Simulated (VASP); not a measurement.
# Ru (P6_3/mmc) in VASP: further runs

Ru is run at these levels: PBEsol; tasks: single point, relaxation of cell and atoms.

All numbers are computed with VASP 6.6.1; they aren't measurements. Logs are shortened: lines on timing, memory, paths and dates and some standing lists are left out, and cuts for length are marked.

## 1. The cell of the first run

It takes space group P6_3/mmc (No. 194, hexagonal). The conventional cell has a = 2.688 Å, b = 2.688 Å, c = 4.254 Å, α = 90.00°, β = 90.00°, γ = 120.00°. Within 3.5 Å of Ru (site symmetry -6m2) lie 12 Ru at 2.63 to 2.69 Å.

## 2. Single point, PBEsol

Contents of INCAR:

```
ALGO = Normal
EDIFF = 1E-6
ENCUT = 520
GGA = PS
ISIF = 2
ISMEAR = -1
LASPH = T
LCHARG = F
LREAL = F
LWAVE = F
NBANDS = 21
NELM = 80
PREC = Accurate
SIGMA = 0.05
```

Contents of KPOINTS:

```
k-points
0
Gamma
  9 9 5
```

Contents of POSCAR:

```
Ru
1.0
    2.6881135002      0.0000000000      0.0000000000
   -1.3440567501      2.3279745794      0.0000000000
    0.0000000000      0.0000000000      4.2543147942
Ru
2
Direct
    0.3333333333      0.6666666667      0.2500000000
    0.6666666667      0.3333333333      0.7500000000
```

Potentials or basis: VASP PAW PBE potentials, release 64 (Ru_pv).

The run is started by

```
cat potpaw_PBE.64/Ru_pv/POTCAR > POTCAR
mpirun -np 1 vasp_std > vasp.out
```

OUTCAR:

```text
EDIFF = 1E-6
   ENCUT = 520
   GGA = PS
   ISIF = 2
   ISMEAR = -1
   LASPH = T
   LREAL = F
   NELM = 80
   PREC = Accurate

 ion  position               nearest neighbor table
   1  0.333  0.667  0.250-   2 2.63   2 2.63   2 2.63   2 2.63   2 2.63   2 2.63
   2  0.667  0.333  0.750-   1 2.63   1 2.63   1 2.63   1 2.63   1 2.63   1 2.63

  LATTYP: Found a hexagonal cell.
 ALAT       =     2.6881135002
 C/A-ratio  =     1.5826395700

  Lattice vectors:

 A1 = (   2.6881135002,   0.0000000000,   0.0000000000)
 A2 = (  -1.3440567501,   2.3279745794,   0.0000000000)
 A3 = (   0.0000000000,   0.0000000000,   4.2543147942)

Analysis of symmetry for initial positions (statically):
=====================================================================
 Subroutine PRICEL returns:
 Original cell was already a primitive cell.

 Routine SETGRP: Setting up the symmetry group for a
 hexagonal supercell.

 Subroutine GETGRP returns: Found 24 space group operations
 (whereof 12 operations were pure point group operations)
 out of a pool of 24 trial point group operations.

The static configuration has the point symmetry D_3d.
 The point group associated with its full space group is D_6h.

Analysis of symmetry for dynamics (positions and initial velocities):
=====================================================================
 Subroutine PRICEL returns:
 Original cell was already a primitive cell.

 Routine SETGRP: Setting up the symmetry group for a
 hexagonal supercell.

 Subroutine GETGRP returns: Found 24 space group operations
 (whereof 12 operations were pure point group operations)
 out of a pool of 24 trial point group operations.

The dynamic configuration has the point symmetry D_3d.
 The point group associated with its full space group is D_6h.

 Subroutine INISYM returns: Found 24 space group operations
 (whereof 12 operations are pure point group operations),
 and found     1 'primitive' translations

----------------------------------------------------------------------------------------

                                     Primitive cell

  volume of cell :      26.6229

  direct lattice vectors                    reciprocal lattice vectors
     2.688113500  0.000000000  0.000000000     0.372008102  0.214778978  0.000000000
    -1.344056750  2.327974579  0.000000000     0.000000000  0.429557955  0.000000000
     0.000000000  0.000000000  4.254314794     0.000000000  0.000000000  0.235055479

[... 79 lines left out ...]
   LSORBIT =      F    spin-orbit coupling
   LASPH  =      T    aspherical Exc in radial PAW
   ENCUT  =  520.0 eV  38.22 Ry    6.18 a.u.   5.00  5.00  7.91*2*pi/ulx,y,z
   NELM   =     80;   NELMIN=  2; NELMDL= -5     # of ELM steps
   EDIFF  = 0.1E-05   stopping-criterion for ELM
   LREAL  =      F    real-space projection
   EDIFFG = 0.1E-04   stopping-criterion for IOM
   NSW    =      0    number of steps for IOM
   IBRION =     -1    ionic relax: 0-MD 1-quasi-New 2-CG
   NFREE  =      0    steps in history (QN), initial steepest desc. (CG)
   ISIF   =      2    stress and relaxation
   ISYM   =      2    0-nonsym 1-usesym 2-fastsym
   POTIM  = 0.5000    time-step for ionic-motion
   TEBEG  =    0.0;   TEEND  =   0.0 temperature during run
   PSTRESS=    0.0 pullay stress
   NELECT =      28.0000    total number of electrons
   NUPDOWN=      -1.0000    fix difference up-down
   EMIN   =  10.00;   EMAX   =-10.00  energy-range for DOS
   EFERMI =   0.00;   METHOD = LEGACY
   ISMEAR =    -1;   SIGMA  =   0.05  broadening in eV -4-tet -1-fermi 0-gaus
   EFERMI_NEDOS =   21; number of points for ismear=-14 and -15
   IALGO  =     38    algorithm
   IMIX   =      4    mixing-type and parameters
     AMIX     =   0.40;   BMIX     =  1.00
     AMIX_MAG =   1.60;   BMIX_MAG =  1.00
  volume/ion in A,a.u.               =      13.31        89.83
  Fermi-wavevector in a.u.,A,eV,Ry     =   1.664852  3.146115 37.711716  2.771733
  Thomas-Fermi vector in A             =   2.751324
   LORBIT       =      0    0 simple, 1 ext, 2 COOP (PROOUT), +10 PAW based schemes
   GGA     = PS    functional components
   LHFCALC =     F    Hartree Fock is set to
   AEXX    =    0.0000 exact exchange contribution
   IVDW    =     0    specifies the selected vdW correction
   LEPSILON=     F    determine dielectric tensor
   LRPA    =     F    only Hartree local field effects (RPA)
 non-spin polarized calculation
  energy-cutoff  :      520.00
  volume of cell :       26.62
 maximum number of plane-waves:       744
 NGX is ok and might be reduce to    20
   NGX =  9   NGY =  9   NGZ = 15

 number of electron      27.9999997 magnetization

 Free energy of the ion-electron system (eV)
  ---------------------------------------------------
  ext. energy  EPLUGINS =         0.00000000
  ---------------------------------------------------
  free energy    TOTEN  =       -20.37473459 eV

  energy without entropy =      -20.36240885  energy(sigma->0) =      -20.36857172

 E-fermi :  13.1617     XC(G=0): -14.4049

 val. band max:       13.1517804849   @ k =   0.1111   0.1111   0.4000
 cond. band min:      13.1750476970   @ k =   0.0000   0.0000   0.4000
 fundamental gap:      0.0232672121
 Fermi energy:        13.1617411674

 k-point     1 :       0.0000    0.0000    0.0000
  band No.  band energies     occupation
      1     -30.6136      2.00000
      2     -29.6313      2.00000
      3     -29.6313      2.00000
      4     -29.4498      2.00000
      5     -29.4498      2.00000
      6     -29.3871      2.00000
[... 565 lines left out ...]
     20      23.2988      0.00000
     21      23.2988      0.00000

 [... further k-points ...]

------------------------ aborting loop because EDIFF is reached ----------------------------------------

  FORCE on cell =-STRESS in cart. coord.  units (eV):
  Direction    XX          YY          ZZ          XY          YZ          ZX
  --------------------------------------------------------------------------------------
  -------------------------------------------------------------------------------------
  Total       -0.0113424     -0.0113424     -0.0083574     -0.0000000     -0.0000000      0.0000000
  in kB       -0.6825875     -0.6825875     -0.5029546     -0.0000000     -0.0000000      0.0000000
  external PRESSURE =      -0.6227099 kB  Pullay stress =       0.0000000 kB

 VOLUME and BASIS-vectors are now :
 -----------------------------------------------------------------------------
  energy-cutoff  :      520.00
  volume of cell :       26.62
      direct lattice vectors                 reciprocal lattice vectors
     2.688113500  0.000000000  0.000000000     0.372008102  0.214778978  0.000000000
    -1.344056750  2.327974579  0.000000000     0.000000000  0.429557955  0.000000000
     0.000000000  0.000000000  4.254314794     0.000000000  0.000000000  0.235055479

 POSITION                                       TOTAL-FORCE (eV/Angst)
 -----------------------------------------------------------------------------------
     -0.00000      1.55198      1.06358         0.000000     -0.000000      0.000000
      1.34406      0.77599      3.19074        -0.000000      0.000000      0.000000
 -----------------------------------------------------------------------------------
    total drift:                                0.000000     -0.000000      0.000000

  FREE ENERGIE OF THE ION-ELECTRON SYSTEM (eV)
  ---------------------------------------------------
  free  energy   TOTEN  =       -20.3747345893 eV

  energy  without entropy=      -20.3624088537  energy(sigma->0) =      -20.36857172
```

stdout:

```text
POSCAR found type information on POSCAR Ru
 POSCAR found :  1 types and       2 ions
 scaLAPACK will be used
 -----------------------------------------------------------------------------
|                                                                             |
|                                                                             |
|     You enforced a specific xc type in the INCAR file but a different       |
|     I HOPE YOU KNOW WHAT YOU ARE DOING!                                     |
|                                                                             |
 -----------------------------------------------------------------------------

 LDA part: xc-table for (Slater+PW92), standard interpolation
 POSCAR, INCAR and KPOINTS ok, starting setup
 FFT: planning ... GRIDC
 FFT: planning ... GRID_SOFT
 FFT: planning ... GRID
 WAVECAR not read
 entering main loop
```

Run time: 7.7 s. Hardware: 1 thread of Intel Xeon 6975P-C (Granite Rapids), shared host; peak memory 0.14 GiB.

What came out:

```
Free energy            : -20.3747 eV
Pressure               : -0.1 GPa
Band gap on the k mesh : zero (bands 14 and 15 overlap by 3.15 eV)
```

Caveat: the PAW data sets were made with another functional, which shifts forces and pressure a little.

## 3. Relaxation of cell and atoms, PBEsol

This run uses another cell than the first one, of 13.57 Å³/atom.

Contents of INCAR:

```
ALGO     = Normal         # electronic algorithm
EDIFF    = 1E-6           # SCF threshold, eV
EDIFFG   = -0.02          # ionic threshold
ENCUT    = 600            # plane-wave cutoff, eV
GGA      = PS             # functional
IBRION   = 2              # ionic algorithm
ISIF     = 3              # what is computed and relaxed
ISMEAR   = -1             # smearing method
LASPH    = T              # aspherical terms in the spheres
LCHARG   = F              # write CHGCAR
LREAL    = F              # projectors in reciprocal space
LWAVE    = F              # write WAVECAR
NELM     = 80             # most SCF steps
NSW      = 80             # ionic steps
PREC     = Accurate       # precision mode
SIGMA    = 0.05           # smearing width, eV
```

KPOINTS is that of step 2.

Contents of POSCAR:

```
Ru
1.0
    2.7058000000      0.0000000000      0.0000000000
   -1.3529000000      2.3432915400      0.0000000000
    0.0000000000      0.0000000000      4.2819000000
Ru
2
Direct
    0.3333333300      0.6666666700      0.2500000000
    0.6666666700      0.3333333300      0.7500000000
```

Potentials or basis: VASP PAW PBE potentials, release 64 (Ru_pv).

The run is started by

```
cat potpaw_PBE.64/Ru_pv/POTCAR > POTCAR
mpirun -np 1 vasp_std > vasp.out
```

Wall time 29 s (1 thread of Intel Xeon 6975P-C (Granite Rapids), shared host); peak memory 0.17 GiB.

The run converged. Its results:

```
Free energy                           : -20.3759 eV
Relaxed volume                        : 13.31 Å³/atom
Relaxed cell                          : a = 2.688 Å, b = 2.688 Å, c = 4.254 Å, α = 90.00°, β = 90.00°, γ = 120.00°
Space group after relaxing (to 0.1 Å) : P6_3/mmc (No. 194)
Energy gained by relaxing             : 5.6 meV/atom
Ionic steps                           : 6
Pressure after relaxing               : -0.1 GPa
Band gap on the k mesh                : zero (bands 14 and 15 overlap by 3.15 eV)
```

The path:
```tsv
step	energy change (eV)	largest force (eV/Å)	pressure (GPa)	volume (Å³)
1	0.0000	0.0000	-6.58	27.15
2	0.1082	0.0000	25.37	25.02
3	-0.0111	0.0000	-0.26	26.63
4	-0.0111	0.0000	0.06	26.62
5	-0.0111	0.0000	-0.23	26.63
6	-0.0111	0.0000	-0.09	26.62
```

Final structure:
```
Ru
1.0
     2.68816    0.00000    0.00000
    -1.34408    2.32802    0.00000
     0.00000    0.00000    4.25409
Ru
2
Cartesian
  0.0000 1.5520 1.0635
  1.3441 0.7760 3.1906
```

Levels at points of the mesh, in eV from the Fermi level:
```tsv
k point	band 12	band 13	band 14	band 15	band 16	band 17
(0.00, 0.00, 0.00)	-2.09	-2.09	-1.53	-1.53	1.13	1.13
```

Caveat: the PAW data sets were made with another functional, which shifts forces and pressure a little.

The gap in the log of VASP goes by the Fermi energy; the results here count the filled bands.